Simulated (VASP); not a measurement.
## Tl: single point with PBE

Tl:

```xyz
2
Lattice="3.4560 -0.1296 0.0000 -1.8402 3.0578 0.0000 0.0000 0.0000 5.5250" Properties=species:S:1:pos:R:3 pbc="T T T"
Tl   -0.0748    1.9953    1.3813
Tl    1.6906    0.9329    4.1438
```

This cell differs from its parent crystal: strain -0.0750 x Voigt [0, 0, 0, 0, 0, 1].

| Item | Value |
| --- | --- |
| Program | VASP 6.6.1 |
| Task | single point |
| Functional | PBE |
| Potentials or basis | VASP PAW PBE potentials, release 64 (Tl_d) |
| Cutoff | 520 eV |
| k mesh | 18 × 18 × 10 |
| Occupations | gaussian, width 0.15 eV |
| Spin | no spin polarisation |
| Dipole correction | no |
| Further INCAR settings | ALGO = Fast; EDIFF = 1e-07; NBANDS = 20 |

| Item | Value |
| --- | --- |
| Pressure | 3.3 GPa |
| Largest force | 0.067 eV/Å |
| Band gap on the k mesh | zero (bands 13 and 14 overlap by 6.01 eV) |

Forces on the atoms (eV/Å):
```
Tl   0.067 -0.001  0.000
Tl  -0.067  0.001  0.000
```

Stress tensor (GPa, compression positive):
```
3.16 0.76 0.00
0.76 3.68 0.00
0.00 0.00 3.06
```

Levels at points of the mesh, in eV from the Fermi level:
```csv
k point,band 9,band 10,band 11,band 12,band 13,band 14,band 15,band 16,band 17,band 18
"(0.00, 0.00, 0.00)",-11.17,-11.13,-10.10,-5.16,-2.89,7.29,8.37,9.18,10.30,10.67
"(0.50, 0.00, 0.00)",-11.11,-11.07,-5.41,-4.49,-0.59,0.61,1.68,3.07,3.98,7.36
"(0.00, 0.50, 0.00)",-11.10,-11.08,-5.79,-4.71,-0.73,0.46,1.33,3.79,3.91,8.19
"(0.50, 0.50, 0.00)",-11.12,-11.08,-6.21,-4.97,-0.88,0.35,0.97,3.56,4.72,8.99
"(0.00, 0.00, 0.50)",-11.23,-11.23,-8.66,-8.66,3.30,3.30,8.21,8.21,9.33,9.33
"(0.50, 0.00, 0.50)",-11.07,-11.07,-4.37,-4.37,-2.16,-2.16,4.74,4.74,6.03,6.03
"(0.00, 0.50, 0.50)",-11.07,-11.07,-4.73,-4.73,-2.32,-2.32,5.56,5.56,6.15,6.15
"(0.50, 0.50, 0.50)",-11.11,-11.11,-5.13,-5.13,-2.46,-2.46,6.06,6.06,6.41,6.41
```

It took 18 min on 1 thread of Intel Xeon 8259CL, with other jobs on the host, peak memory 0.9 GiB.

Caveat: the cell differs from its parent crystal (strain -0.0750 x Voigt [0, 0, 0, 0, 0, 1]); the cell stands under pressure; spin-orbit coupling is left out, which moves the levels of the heavy elements.
